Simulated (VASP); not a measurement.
# SnO in VASP: single point with PBE+D3(BJ)

Aim: the single point of SnO with PBE+D3(BJ).

Program: VASP 6.6.1. These are calculated values, not measurements. Logs are shortened: lines on timing, memory, paths and dates and some standing lists are left out, and cuts for length are marked.

**1. The cell of the first run**

The cell holds a slab with vacuum, 8 atoms: a = 3.821 Å, b = 3.821 Å, c = 42.056 Å, α = 90.00°, β = 90.00°, γ = 90.00°.

**2. Single point, PBE+D3(BJ)**

Input file INCAR:

```
PREC = Accurate ; ENCUT = 520
EDIFF = 1E-6 ; ISMEAR = 0
SIGMA = 0.02 ; LREAL = False
LASPH = True ; NELM = 100
ALGO = Normal ; ISIF = 2
LWAVE = False ; LCHARG = True
LDIPOL = True ; IDIPOL = 3
DIPOL = 0.5 0.5 0.500 ; GGA = PE
IVDW = 12 ; LELF = True
LVHAR = True ; LVACPOTAV = True
NBANDS = 50
```

Input file KPOINTS:

```
Automatic mesh
0
Gamma
  6 6 1
```

Input file POSCAR:

```
SnO
1.0
    3.8205592230     -0.0000144657      0.0000000000
    0.0000144658      3.8205592230      0.0000000000
    0.0000000000      0.0000000000     42.0562108187
Sn O
4 4
Direct
    0.7499972411      0.2500027589      0.4008813244
    0.2499972411      0.7500027589      0.4569972085
    0.2499972411      0.2500027589      0.5430027604
    0.7499972411      0.7500027589      0.5991186701
    0.2499972411      0.2500027589      0.4289449934
    0.7499972411      0.7500027589      0.4289698464
    0.7499972411      0.2500027589      0.5710301742
    0.2499972411      0.7500027589      0.5710550225
```

Potentials or basis: VASP PAW PBE potentials, release 64 (Sn_d, O).

The run is started by

```sh
$ cat potpaw_PBE.64/Sn_d/POTCAR potpaw_PBE.64/O/POTCAR > POTCAR
$ mpirun -np 1 vasp_std > vasp.out
```

OUTCAR:

```text
PREC = Accurate
   ENCUT = 520
   EDIFF = 1E-6
   ISMEAR = 0
   LREAL = False
   LASPH = True
   NELM = 100
   ISIF = 2
   GGA = PE
   IVDW = 12
 IVDW          = 12

 ion  position               nearest neighbor table
   1  0.750  0.250  0.401-   5 2.25   5 2.25   6 2.25   6 2.25   2 3.59   2 3.59   2 3.59   2 3.59

   2  0.250  0.750  0.457-   6 2.24   6 2.24   5 2.25   5 2.25   1 3.59   1 3.59   1 3.59   1 3.59

   3  0.250  0.250  0.543-   7 2.24   7 2.24   8 2.25   8 2.25   4 3.59   4 3.59   4 3.59   4 3.59

   4  0.750  0.750  0.599-   8 2.25   8 2.25   7 2.25   7 2.25   3 3.59   3 3.59   3 3.59   3 3.59

   5  0.250  0.250  0.429-   2 2.25   2 2.25   1 2.25   1 2.25
   6  0.750  0.750  0.429-   2 2.24   2 2.24   1 2.25   1 2.25
   7  0.750  0.250  0.571-   3 2.24   3 2.24   4 2.25   4 2.25
   8  0.250  0.750  0.571-   3 2.25   3 2.25   4 2.25   4 2.25

  LATTYP: Found a simple tetragonal cell.
 ALAT       =     3.8205592230
 C/A-ratio  =    11.0078677920

  Lattice vectors:

 A1 = (   3.8205592230,  -0.0000144657,   0.0000000000)
 A2 = (   0.0000144658,   3.8205592230,   0.0000000000)
 A3 = (   0.0000000000,   0.0000000000,  42.0562108187)

Analysis of symmetry for initial positions (statically):
=====================================================================
 Subroutine PRICEL returns:
 Original cell was already a primitive cell.

 Routine SETGRP: Setting up the symmetry group for a
 simple tetragonal supercell.

 Subroutine GETGRP returns: Found  8 space group operations
 (whereof  2 operations were pure point group operations)
 out of a pool of 16 trial point group operations.

The static configuration has the point symmetry C_2 .
 The point group associated with its full space group is D_2h.

Analysis of symmetry for dynamics (positions and initial velocities):
=====================================================================
 Subroutine PRICEL returns:
 Original cell was already a primitive cell.

 Routine SETGRP: Setting up the symmetry group for a
 simple tetragonal supercell.

 Subroutine GETGRP returns: Found  8 space group operations
 (whereof  2 operations were pure point group operations)
 out of a pool of 16 trial point group operations.

The dynamic configuration has the point symmetry C_2 .
 The point group associated with its full space group is D_2h.

 Subroutine INISYM returns: Found  8 space group operations
 (whereof  2 operations are pure point group operations),
 and found     1 'primitive' translations

----------------------------------------------------------------------------------------

                                     Primitive cell

  volume of cell :     613.8807

  direct lattice vectors                    reciprocal lattice vectors
     3.820559223 -0.000014466  0.000000000     0.261741787 -0.000000991  0.000000000
     0.000014466  3.820559223  0.000000000     0.000000991  0.261741787  0.000000000
     0.000000000  0.000000000 42.056210819     0.000000000  0.000000000  0.023777701

  length of vectors
     3.820559223  3.820559223 42.056210819     0.261741787  0.261741787  0.023777701

  position of ions in fractional coordinates (direct lattice)
     0.749997241  0.250002759  0.400881324
     0.249997241  0.750002759  0.456997208
     0.249997241  0.250002759  0.543002760
     0.749997241  0.750002759  0.599118670
     0.249997241  0.250002759  0.428944993
     0.749997241  0.750002759  0.428969846
     0.749997241  0.250002759  0.571030174
     0.249997241  0.750002759  0.571055022

  ion indices of the primitive-cell ions
   primitive index   ion index
                 1           1
                 2           2
                 3           3
                 4           4
                 5           5
                 6           6
                 7           7
                 8           8

----------------------------------------------------------------------------------------

 KPOINTS: Automatic mesh

Automatic generation of k-mesh.
 Grid dimensions read from file:
 generate k-points for:    6    6    1

 Generating k-lattice:

  Cartesian coordinates                     Fractional coordinates (reciprocal lattice)
     0.043623631 -0.000000165  0.000000000     0.166666667 -0.000000000  0.000000000
     0.000000165  0.043623631  0.000000000     0.000000000  0.166666667  0.000000000
     0.000000000  0.000000000  0.023777701     0.000000000  0.000000000  1.000000000

  Length of vectors
     0.043623631  0.043623631  0.023777701

  Shift w.r.t. Gamma in fractional coordinates (k-lattice)
     0.000000000  0.000000000  0.000000000

 Subroutine IBZKPT returns following result:
 ===========================================

 Found     16 irreducible k-points:

 Following reciprocal coordinates:
            Coordinates               Weight
  0.000000  0.000000  0.000000      1.000000
  0.166667  0.000000  0.000000      2.000000
 -0.000000  0.166667  0.000000      2.000000
  0.333333  0.000000  0.000000      2.000000
  0.000000  0.333333  0.000000      2.000000
  0.500000  0.000000  0.000000      1.000000
[... 8 lines left out ...]
 -0.333333  0.500000  0.000000      2.000000
  0.500000  0.500000  0.000000      1.000000
   k-points           NKPTS =     16   k-points in BZ     NKDIM =     16   number of bands    NBANDS=     50
   number of dos      NEDOS =    301   number of ions     NIONS =      8
   total plane-waves  NPLWV = 250880
   dimension x,y,z NGX =    28 NGY =   28 NGZ =  320
   dimension x,y,z NGXF=    56 NGYF=   56 NGZF=  640
   ions per type =               4   4
   NGX,Y,Z   is equivalent  to a cutoff of  12.18, 12.18, 12.65 a.u.
   NGXF,Y,Z  is equivalent  to a cutoff of  24.37, 24.37, 25.30 a.u.
 SYSTEM =  unknown system
   PREC   = accura    normal or accurate (medium, high low for compatibility)
   ISTART =      0    job   : 0-new  1-cont  2-samecut
   ICHARG =      2    charge: 1-file 2-atom 10-const
   ISPIN  =      1    spin polarized calculation?
   LNONCOLLINEAR =      F non collinear calculations
   LSORBIT =      F    spin-orbit coupling
   LASPH  =      T    aspherical Exc in radial PAW
   ENCUT  =  520.0 eV  38.22 Ry    6.18 a.u.   7.10  7.10 78.20*2*pi/ulx,y,z
   NELM   =    100;   NELMIN=  2; NELMDL= -5     # of ELM steps
   EDIFF  = 0.1E-05   stopping-criterion for ELM
   LREAL  =      F    real-space projection
   EDIFFG = 0.1E-04   stopping-criterion for IOM
   NSW    =      0    number of steps for IOM
   IBRION =     -1    ionic relax: 0-MD 1-quasi-New 2-CG
   NFREE  =      0    steps in history (QN), initial steepest desc. (CG)
   ISIF   =      2    stress and relaxation
   ISYM   =      2    0-nonsym 1-usesym 2-fastsym
   POTIM  = 0.5000    time-step for ionic-motion
   TEBEG  =    0.0;   TEEND  =   0.0 temperature during run
   PSTRESS=    0.0 pullay stress
   NELECT =      80.0000    total number of electrons
   NUPDOWN=      -1.0000    fix difference up-down
   EMIN   =  10.00;   EMAX   =-10.00  energy-range for DOS
   EFERMI =   0.00;   METHOD = LEGACY
   ISMEAR =     0;   SIGMA  =   0.02  broadening in eV -4-tet -1-fermi 0-gaus
   EFERMI_NEDOS =   21; number of points for ismear=-14 and -15
   IALGO  =     38    algorithm
   IMIX   =      4    mixing-type and parameters
     AMIX     =   0.40;   BMIX     =  1.00
     AMIX_MAG =   1.60;   BMIX_MAG =  1.00
  volume/ion in A,a.u.               =      76.74       517.83
  Fermi-wavevector in a.u.,A,eV,Ry     =   0.829998  1.568468  9.372999  0.688896
  Thomas-Fermi vector in A             =   1.942640
   LORBIT       =      0    0 simple, 1 ext, 2 COOP (PROOUT), +10 PAW based schemes
   GGA     = PE    functional components
   LHFCALC =     F    Hartree Fock is set to
   AEXX    =    0.0000 exact exchange contribution
   IVDW    =    12    specifies the selected vdW correction
   LEPSILON=     F    determine dielectric tensor
   LRPA    =     F    only Hartree local field effects (RPA)
 non-spin polarized calculation
 Gauss-broadening in eV      SIGMA  =   0.02
  energy-cutoff  :      520.00
  volume of cell :      613.88
 maximum number of plane-waves:     16576
   NGX = 15   NGY = 15   NGZ =157

 dipolmoment           0.000000      0.000000     -0.000000 electrons x Angstroem

 number of electron      79.9999970 magnetization

 dipolmoment           0.000000      0.000000      0.000002 electrons x Angstroem

 Free energy of the ion-electron system (eV)
  ---------------------------------------------------
  ext. energy  EPLUGINS =         0.00000000
  ---------------------------------------------------
  free energy    TOTEN  =       -45.14345004 eV

  energy without entropy =      -45.14345004  energy(sigma->0) =      -45.14345004

 E-fermi :  -2.1795     XC(G=0):  -2.8069

 val. band max:       -2.3140133827   @ k =   0.1667   0.0000   0.0000
 cond. band min:      -0.4610243586   @ k =   0.5000   0.0000   0.0000
 fundamental gap:      1.8529890241
 Fermi energy:        -2.1794812904

 k-point     1 :       0.0000    0.0000    0.0000
  band No.  band energies     occupation
      1     -23.3807      2.00000
      2     -23.3807      2.00000
      3     -23.0179      2.00000
      4     -23.0178      2.00000
      5     -22.9826      2.00000
      6     -22.9824      2.00000
[... 42 lines left out ...]
     49       2.6529      0.00000
     50       2.9820      0.00000

 k-point     2 :       0.1667    0.0000    0.0000
  band No.  band energies     occupation
      1     -23.3687      2.00000
      2     -23.3685      2.00000
      3     -23.0256      2.00000
      4     -23.0255      2.00000
      5     -22.9846      2.00000
      6     -22.9816      2.00000
[... 42 lines left out ...]
     49       2.8488      0.00000
     50       2.9032      0.00000

 k-point     3 :      -0.0000    0.1667    0.0000
  band No.  band energies     occupation
      1     -23.3687      2.00000
      2     -23.3685      2.00000
      3     -23.0265      2.00000
      4     -23.0260      2.00000
      5     -22.9845      2.00000
      6     -22.9837      2.00000
[... 42 lines left out ...]
     49       2.8522      0.00000
     50       2.9213      0.00000

 k-point     4 :       0.3333    0.0000    0.0000
  band No.  band energies     occupation
      1     -23.3349      2.00000
      2     -23.3345      2.00000
      3     -23.1573      2.00000
      4     -23.1565      2.00000
      5     -22.9895      2.00000
      6     -22.9872      2.00000
[... 575 lines left out ...]
 k-point    15 :      -0.3333    0.5000    0.0000
  band No.  band energies     occupation
      1     -23.3068      2.00000
      2     -23.3067      2.00000
      3     -23.3047      2.00000
      4     -23.3046      2.00000
      5     -22.9874      2.00000
      6     -22.9873      2.00000
[... 42 lines left out ...]
     49       4.0670      0.00000
     50       4.0671      0.00000

 k-point    16 :       0.5000    0.5000    0.0000
  band No.  band energies     occupation
      1     -23.3214      2.00000
      2     -23.3214      2.00000
      3     -23.3194      2.00000
      4     -23.3193      2.00000
      5     -22.9899      2.00000
      6     -22.9898      2.00000
[... 42 lines left out ...]
     49       3.8552      0.00000
     50       3.8552      0.00000

------------------------ aborting loop because EDIFF is reached ----------------------------------------

 Edisp (eV)   -1.29040

 E8    (eV) :    -0.5721

  FORCE on cell =-STRESS in cart. coord.  units (eV):
  Direction    XX          YY          ZZ          XY          YZ          ZX
  --------------------------------------------------------------------------------------
  -------------------------------------------------------------------------------------
  Total       0.34774     0.62908     0.25044     0.00000     0.00000     0.00000
  in kB       0.90756     1.64184     0.65363     0.00000     0.00000     0.00000
  external pressure =        1.07 kB  Pullay stress =        0.00 kB

 VOLUME and BASIS-vectors are now :
 -----------------------------------------------------------------------------
  energy-cutoff  :      520.00
  volume of cell :      613.88
      direct lattice vectors                 reciprocal lattice vectors
     3.820559223 -0.000014466  0.000000000     0.261741787 -0.000000991  0.000000000
     0.000014466  3.820559223  0.000000000     0.000000991  0.261741787  0.000000000
     0.000000000  0.000000000 42.056210819     0.000000000  0.000000000  0.023777701

 POSITION                                       TOTAL-FORCE (eV/Angst)
 -----------------------------------------------------------------------------------
      2.86541      0.95514     16.85955         0.000000      0.000000     -0.085121
      0.95514      2.86543     19.21957         0.000000      0.000000      0.083626
      0.95513      0.95515     22.83664        -0.000000      0.000000     -0.083626
      2.86542      2.86542     25.19666         0.000000     -0.000000      0.085121
      0.95513      0.95515     18.03980        -0.000000     -0.000000      0.001537
      2.86542      2.86542     18.04085        -0.000000      0.000000      0.001811
      2.86541      0.95514     24.01537         0.000000      0.000000     -0.001811
      0.95514      2.86543     24.01641        -0.000000      0.000000     -0.001537
 -----------------------------------------------------------------------------------
    total drift:                                0.000160     -0.001108     -0.012886

  FREE ENERGIE OF THE ION-ELECTRON SYSTEM (eV)
  ---------------------------------------------------
  free  energy   TOTEN  =       -46.4338469155 eV

  energy  without entropy=      -46.4338469155  energy(sigma->0) =      -46.43384692

 vacuum level on the upper side and lower side of the slab         2.606         2.606
```

Run time: 12 min. Hardware: 1 thread of Intel Xeon Platinum 8488C (Sapphire Rapids), shared host; peak memory 0.74 GiB.

Results:

* Free energy: -46.4338 eV
* Largest force: 0.085 eV/Å
* Band gap on the k mesh: 1.85 eV (least direct gap 2.10 eV)
* Dispersion energy per atom: -0.161 eV

Forces in eV/Å, atoms in the order of the input:
```
Sn   0.000  0.000 -0.085
Sn   0.000  0.000  0.084
Sn   0.000  0.000 -0.084
Sn   0.000  0.000  0.085
O    0.000  0.000  0.002
O    0.000  0.000  0.002
O    0.000  0.000 -0.002
O    0.000  0.000 -0.002
```

Caveat: spin-orbit coupling is left out, which moves the levels of the heavy elements.
